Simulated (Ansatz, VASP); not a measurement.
**Mg in VASP and in Ansatz**

```
Mg
1.0
     3.30756    0.00000    0.00000
    -1.65378    2.86443    0.00000
     0.00000    0.00000    5.37023
Mg
2
Direct
  0.33333 0.66667 0.25000
  0.66667 0.33333 0.75000
```

Alike in both runs: task single point; functional revPBE; k mesh 18 × 18 × 10; occupations fermi-dirac, width 0.1 eV; no spin polarisation.

|  | VASP | Ansatz |
| --- | --- | --- |
| version | VASP 6.6.1 | Ansatz 0.2.0 |
| potentials or method | VASP PAW PBE potentials, release 64 (Mg), cutoff 520 eV | plane waves (420 eV) with PAW, scalar-relativistic |
| valence electrons in the cell | 4 | 20 |

```csv
,VASP,Ansatz,Ansatz less VASP
pressure (GPa),-2.4,-2.2,+0.16
```

VASP's potentials were made for PBE, not for revPBE. VASP's potentials hold 4 valence electrons a cell and Ansatz's 20, so a difference there can come from the potentials and not from the codes.
